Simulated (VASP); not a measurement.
# Au (R-3c) in VASP: relaxation of cell and atoms with PBE

Aim: the relaxation of cell and atoms of Au with PBE.

Program: VASP 6.6.1. These are calculated values, not measurements. Logs are shortened: lines on timing, memory, paths and dates and some standing lists are left out, and cuts for length are marked.

### 1 The cell of the first run

It takes space group R-3c (No. 167, trigonal). Conventional cell: a = 9.041 Å, b = 9.041 Å, c = 4.749 Å, α = 90.00°, β = 90.00°, γ = 120.00°. Within 3.7 Å of Au (site symmetry 2) lie 10 Au at 2.81 to 2.97 Å.

### 2 Relaxation of cell and atoms, PBE

Input file INCAR:

```
ALGO = Normal
EDIFF = 1E-6
EDIFFG = -0.01
ENCUT = 600
GGA = PE
IBRION = 2
ISIF = 3
ISMEAR = 0
LASPH = T
LCHARG = F
LREAL = F
LWAVE = F
NELM = 100
NSW = 100
PREC = Accurate
SIGMA = 0.1
```

Input file KPOINTS:

```
k-points
0
Gamma
  9 9 9
```

Input file POSCAR:

```
Au
1.0
    4.5204670216      2.6098928518      1.5831309727
   -4.5204670216      2.6098928518      1.5831309727
    0.0000000000     -5.2197857036      1.5831309727
Au
6
Direct
    0.4350868924      0.2500000000      0.0649131076
    0.0649131076      0.4350868924      0.2500000000
    0.2500000000      0.0649131076      0.4350868924
    0.5649131076      0.7500000000      0.9350868924
    0.9350868924      0.5649131076      0.7500000000
    0.7500000000      0.9350868924      0.5649131076
```

Potentials or basis: VASP PAW PBE potentials, release 64 (Au).

The run is started by

```sh
$ cat potpaw_PBE.64/Au/POTCAR > POTCAR
$ mpirun -np 1 vasp_std > vasp.out
```

OUTCAR:

```text
EDIFF = 1E-6
   EDIFFG = -0.01
   ENCUT = 600
   GGA = PE
   IBRION = 2
   ISIF = 3
   ISMEAR = 0
   LASPH = T
   LREAL = F
   NELM = 100
   NSW = 100
   PREC = Accurate

 ion  position               nearest neighbor table
   1  0.435  0.250  0.065-   2 2.81   3 2.81   2 2.90   3 2.90   6 2.91   6 2.91   5 2.91   5 2.91
                             4 2.97   4 2.97
   2  0.065  0.435  0.250-   3 2.81   1 2.81   3 2.90   1 2.90   4 2.91   6 2.91   6 2.91   4 2.91
                             5 2.97   5 2.97
   3  0.250  0.065  0.435-   2 2.81   1 2.81   2 2.90   1 2.90   4 2.91   4 2.91   5 2.91   5 2.91
                             6 2.97   6 2.97
   4  0.565  0.750  0.935-   5 2.81   6 2.81   5 2.90   6 2.90   3 2.91   3 2.91   2 2.91   2 2.91
                             1 2.97   1 2.97
   5  0.935  0.565  0.750-   4 2.81   6 2.81   6 2.90   4 2.90   3 2.91   1 2.91   1 2.91   3 2.91
                             2 2.97   2 2.97
   6  0.750  0.935  0.565-   5 2.81   4 2.81   5 2.90   4 2.90   1 2.91   1 2.91   2 2.91   2 2.91
                             3 2.97   3 2.97

  LATTYP: Found a trigonal (rhomboedric) cell.
 ALAT       =     5.4545821534
 COS(alpha) =    -0.3736422233

  Lattice vectors:

 A1 = (   4.5204670216,   2.6098928518,   1.5831309727)
 A2 = (  -4.5204670216,   2.6098928518,   1.5831309727)
 A3 = (   0.0000000000,  -5.2197857036,   1.5831309727)

Analysis of symmetry for initial positions (statically):
=====================================================================
 Subroutine PRICEL returns:
 Original cell was already a primitive cell.

 Routine SETGRP: Setting up the symmetry group for a
 trigonal (rhombohedral) supercell.

 Subroutine GETGRP returns: Found 12 space group operations
 (whereof  6 operations were pure point group operations)
 out of a pool of 12 trial point group operations.

The static configuration has the point symmetry S_6 .
 The point group associated with its full space group is D_3d.

Analysis of symmetry for dynamics (positions and initial velocities):
=====================================================================
 Subroutine PRICEL returns:
 Original cell was already a primitive cell.

 Routine SETGRP: Setting up the symmetry group for a
 trigonal (rhombohedral) supercell.

 Subroutine GETGRP returns: Found 12 space group operations
 (whereof  6 operations were pure point group operations)
 out of a pool of 12 trial point group operations.

The dynamic configuration has the point symmetry S_6 .
 The point group associated with its full space group is D_3d.

 Subroutine INISYM returns: Found 12 space group operations
 (whereof  6 operations are pure point group operations),
 and found     1 'primitive' translations

----------------------------------------------------------------------------------------

                                     Primitive cell

  volume of cell :     112.0661

  direct lattice vectors                    reciprocal lattice vectors
     4.520467022  2.609892852  1.583130973     0.110608041  0.063859582  0.210553226
    -4.520467022  2.609892852  1.583130973    -0.110608041  0.063859582  0.210553226
     0.000000000 -5.219785704  1.583130973     0.000000000 -0.127719164  0.210553226

  length of vectors
     5.454582153  5.454582153  5.454582153     0.246261742  0.246261742  0.246261742

  position of ions in fractional coordinates (direct lattice)
     0.435086892  0.250000000  0.064913108
     0.064913108  0.435086892  0.250000000
     0.250000000  0.064913108  0.435086892
     0.564913108  0.750000000  0.935086892
     0.935086892  0.564913108  0.750000000
     0.750000000  0.935086892  0.564913108

  ion indices of the primitive-cell ions
   primitive index   ion index
                 1           1
                 2           2
                 3           3
                 4           4
                 5           5
                 6           6

----------------------------------------------------------------------------------------

 KPOINTS: k-points

Automatic generation of k-mesh.
 Grid dimensions read from file:
 generate k-points for:    9    9    9

 Generating k-lattice:

  Cartesian coordinates                     Fractional coordinates (reciprocal lattice)
     0.012289782  0.007095509  0.023394803     0.111111111  0.000000000  0.000000000
    -0.012289782  0.007095509  0.023394803     0.000000000  0.111111111  0.000000000
     0.000000000 -0.014191018  0.023394803     0.000000000  0.000000000  0.111111111

  Length of vectors
     0.027362416  0.027362416  0.027362416

  Shift w.r.t. Gamma in fractional coordinates (k-lattice)
     0.000000000  0.000000000  0.000000000

 Subroutine IBZKPT returns following result:
 ===========================================

 Found     85 irreducible k-points:

 Following reciprocal coordinates:
            Coordinates               Weight
  0.000000  0.000000  0.000000      1.000000
  0.111111  0.000000 -0.000000      6.000000
  0.222222  0.000000  0.000000      6.000000
  0.333333  0.000000  0.000000      6.000000
  0.444444  0.000000  0.000000      6.000000
  0.111111  0.111111 -0.000000      6.000000
[... 16 lines left out ...]
 -0.333333  0.333333  0.000000      6.000000
  0.444444  0.444444  0.000000      6.000000
 [... further k-points ...]
   k-points           NKPTS =     85   k-points in BZ     NKDIM =     85   number of bands    NBANDS=     39
   number of dos      NEDOS =    301   number of ions     NIONS =      6
   total plane-waves  NPLWV = 110592
   dimension x,y,z NGX =    48 NGY =   48 NGZ =   48
   dimension x,y,z NGXF=    96 NGYF=   96 NGZF=   96
   ions per type =               6
   NGX,Y,Z   is equivalent  to a cutoff of  14.63, 14.63, 14.63 a.u.
   NGXF,Y,Z  is equivalent  to a cutoff of  29.26, 29.26, 29.26 a.u.
 SYSTEM =  unknown system
   PREC   = accura    normal or accurate (medium, high low for compatibility)
   ISTART =      0    job   : 0-new  1-cont  2-samecut
   ICHARG =      2    charge: 1-file 2-atom 10-const
   ISPIN  =      1    spin polarized calculation?
   LNONCOLLINEAR =      F non collinear calculations
   LSORBIT =      F    spin-orbit coupling
   LASPH  =      T    aspherical Exc in radial PAW
   ENCUT  =  600.0 eV  44.10 Ry    6.64 a.u.  10.89 10.89 10.89*2*pi/ulx,y,z
   NELM   =    100;   NELMIN=  2; NELMDL= -5     # of ELM steps
   EDIFF  = 0.1E-05   stopping-criterion for ELM
   LREAL  =      F    real-space projection
   EDIFFG = -.1E-01   stopping-criterion for IOM
   NSW    =    100    number of steps for IOM
   IBRION =      2    ionic relax: 0-MD 1-quasi-New 2-CG
   NFREE  =      1    steps in history (QN), initial steepest desc. (CG)
   ISIF   =      3    stress and relaxation
   ISYM   =      2    0-nonsym 1-usesym 2-fastsym
   POTIM  = 0.5000    time-step for ionic-motion
   TEBEG  =    0.0;   TEEND  =   0.0 temperature during run
   PSTRESS=    0.0 pullay stress
   NELECT =      66.0000    total number of electrons
   NUPDOWN=      -1.0000    fix difference up-down
   EMIN   =  10.00;   EMAX   =-10.00  energy-range for DOS
   EFERMI =   0.00;   METHOD = LEGACY
   ISMEAR =     0;   SIGMA  =   0.10  broadening in eV -4-tet -1-fermi 0-gaus
   EFERMI_NEDOS =   21; number of points for ismear=-14 and -15
   IALGO  =     38    algorithm
   IMIX   =      4    mixing-type and parameters
     AMIX     =   0.40;   BMIX     =  1.00
     AMIX_MAG =   1.60;   BMIX_MAG =  1.00
  volume/ion in A,a.u.               =      18.68       126.04
  Fermi-wavevector in a.u.,A,eV,Ry     =   1.372244  2.593166 25.620512  1.883055
  Thomas-Fermi vector in A             =   2.497869
   LORBIT       =      0    0 simple, 1 ext, 2 COOP (PROOUT), +10 PAW based schemes
   GGA     = PE    functional components
   LHFCALC =     F    Hartree Fock is set to
   AEXX    =    0.0000 exact exchange contribution
   IVDW    =     0    specifies the selected vdW correction
   LEPSILON=     F    determine dielectric tensor
   LRPA    =     F    only Hartree local field effects (RPA)
 conjugate gradient relaxation of ions
 non-spin polarized calculation
 Gauss-broadening in eV      SIGMA  =   0.10
  energy-cutoff  :      600.00
  volume of cell :      112.07
 maximum number of plane-waves:      3774
 NGX is ok and might be reduce to    48
   NGX = 21   NGY = 21   NGZ = 21

--------------------------------------- Ionic step        1  -------------------------------------------

 number of electron      66.0000002 magnetization

 Free energy of the ion-electron system (eV)
  ---------------------------------------------------
  ext. energy  EPLUGINS =         0.00000000
  ---------------------------------------------------
  free energy    TOTEN  =       -18.99441291 eV

  energy without entropy =      -18.98393938  energy(sigma->0) =      -18.98917615

------------------------ aborting loop because EDIFF is reached ----------------------------------------

  FORCE on cell =-STRESS in cart. coord.  units (eV):
  Direction    XX          YY          ZZ          XY          YZ          ZX
  --------------------------------------------------------------------------------------
  -------------------------------------------------------------------------------------
  Total       -0.1780545     -0.1780545     -0.3809580      0.0000000      0.0000000      0.0000000
  in kB       -2.5455963     -2.5455963     -5.4464516      0.0000000      0.0000000      0.0000000
  external PRESSURE =      -3.5125481 kB  Pullay stress =       0.0000000 kB

 VOLUME and BASIS-vectors are now :
 -----------------------------------------------------------------------------
  energy-cutoff  :      600.00
  volume of cell :      112.07
      direct lattice vectors                 reciprocal lattice vectors
     4.520467022  2.609892852  1.583130973     0.110608041  0.063859582  0.210553226
    -4.520467022  2.609892852  1.583130973    -0.110608041  0.063859582  0.210553226
     0.000000000 -5.219785704  1.583130973     0.000000000 -0.127719164  0.210553226
[... 121 lines left out ...]
 POSITION                                       TOTAL-FORCE (eV/Angst)
 -----------------------------------------------------------------------------------
      0.83635      1.44861      1.18432        -0.000229     -0.000396     -0.000000
     -1.67271      0.00000      1.18432         0.000457     -0.000000      0.000000
      0.83635     -1.44861      1.18432        -0.000229      0.000396     -0.000000
     -0.83635     -1.44861      3.55295         0.000229      0.000396     -0.000000
      1.67271      0.00000      3.55295        -0.000457     -0.000000     -0.000000
     -0.83635      1.44861      3.55295         0.000229     -0.000396     -0.000000
 -----------------------------------------------------------------------------------
    total drift:                               -0.000000      0.000000      0.000000

  FREE ENERGIE OF THE ION-ELECTRON SYSTEM (eV)
  ---------------------------------------------------
  free  energy   TOTEN  =       -18.9950228837 eV

  energy  without entropy=      -18.9846745364  energy(sigma->0) =      -18.98984871

--------------------------------------- Ionic step        5  -------------------------------------------

 number of electron      66.0000001 magnetization

 Free energy of the ion-electron system (eV)
  ---------------------------------------------------
  ext. energy  EPLUGINS =         0.00000000
  ---------------------------------------------------
  free energy    TOTEN  =       -18.99518899 eV

  energy without entropy =      -18.98496873  energy(sigma->0) =      -18.99007886

 E-fermi :   7.9845     XC(G=0): -12.1538

 val. band max:        7.9773529056   @ k =  -0.4444  -0.4444   0.3333
 cond. band min:       7.9886024270   @ k =  -0.4444  -0.4444   0.1111
 fundamental gap:      0.0112495213
 Fermi energy:         7.9844647371

 k-point     1 :       0.0000    0.0000    0.0000
  band No.  band energies     occupation
      1      -0.9084      2.00000
      2       2.2222      2.00000
      3       2.2222      2.00000
      4       2.2801      2.00000
      5       2.5975      2.00000
      6       2.6538      2.00000
[... 997 lines left out ...]
     38      13.1514      0.00000
     39      15.2401      0.00000

 [... further k-points ...]
[... 5 lines left out ...]
  --------------------------------------------------------------------------------------
  -------------------------------------------------------------------------------------
  Total        0.0488759      0.0488759     -0.0463534      0.0000000      0.0000000     -0.0000000
  in kB        0.7007931      0.7007931     -0.6646249      0.0000000      0.0000000     -0.0000000
  external PRESSURE =       0.2456538 kB  Pullay stress =       0.0000000 kB

 VOLUME and BASIS-vectors are now :
 -----------------------------------------------------------------------------
  energy-cutoff  :      600.00
  volume of cell :      111.74
      direct lattice vectors                 reciprocal lattice vectors
     4.522482492  2.611056484  1.577142532     0.110558748  0.063831123  0.211352701
    -4.522482492  2.611056484  1.577142532    -0.110558748  0.063831123  0.211352701
    -0.000000000 -5.222112968  1.577142532     0.000000000 -0.127662245  0.211352701

 POSITION                                       TOTAL-FORCE (eV/Angst)
 -----------------------------------------------------------------------------------
      0.83685      1.44946      1.18286         0.000732      0.001268     -0.000000
     -1.67369      0.00000      1.18286        -0.001464      0.000000      0.000000
      0.83685     -1.44946      1.18286         0.000732     -0.001268     -0.000000
     -0.83685     -1.44946      3.54857        -0.000732     -0.001268     -0.000000
      1.67369      0.00000      3.54857         0.001464     -0.000000     -0.000000
     -0.83685      1.44946      3.54857        -0.000732      0.001268     -0.000000
 -----------------------------------------------------------------------------------
    total drift:                               -0.000000      0.000000      0.000000

  FREE ENERGIE OF THE ION-ELECTRON SYSTEM (eV)
  ---------------------------------------------------
  free  energy   TOTEN  =       -18.9951889914 eV

  energy  without entropy=      -18.9849687278  energy(sigma->0) =      -18.99007886

 reached required accuracy - stopping structural energy minimisation
```

Wall time 10 min (1 thread of Intel Xeon 6975P-C (Granite Rapids), shared host); peak memory 0.54 GiB.

Results:

```yaml
Free_energy: -18.9952 eV
Relaxed_volume: 18.62 Å³/atom
Relaxed_cell: a = 5.455 Å, b = 5.455 Å, c = 5.455 Å, α = 112.00°, β = 112.00°, γ = 112.00°
Space_group_after_relaxing_to_0.1_Å: R-3c (No. 167)
Energy_gained_by_relaxing: 0.1 meV/atom
Ionic_steps: 5
Pressure_after_relaxing: 0.0 GPa
Band_gap_on_the_k_mesh: zero (bands 33 and 34 overlap by 3.18 eV)
```

Stress tensor (GPa, compression positive):
```
 0.07  0.00  0.00
 0.00  0.07  0.00
 0.00  0.00 -0.07
```

Step by step:
| step | energy change (eV) | largest force (eV/Å) | pressure (GPa) | volume (Å³) |
| --- | --- | --- | --- | --- |
| 1 | 0.0000 | 0.0060 | -0.35 | 112.07 |
| 2 | -0.0001 | 0.0020 | 0.43 | 111.40 |
| 3 | -0.0004 | 0.0018 | 0.05 | 111.72 |
| 4 | -0.0006 | 0.0005 | 0.04 | 111.73 |
| 5 | -0.0008 | 0.0015 | 0.02 | 111.74 |

Final structure:
```xyz
6
Lattice="4.5225 2.6111 1.5771 -4.5225 2.6111 1.5771 0.0000 -5.2221 1.5771" Properties=species:S:1:pos:R:3 pbc="T T T"
Au    0.8368    1.4495    1.1829
Au   -1.6737    0.0000    1.1829
Au    0.8368   -1.4495    1.1829
Au   -0.8368   -1.4495    3.5486
Au    1.6737    0.0000    3.5486
Au   -0.8368    1.4495    3.5486
```

Caveat: spin-orbit coupling is left out, which moves the levels of the heavy elements.
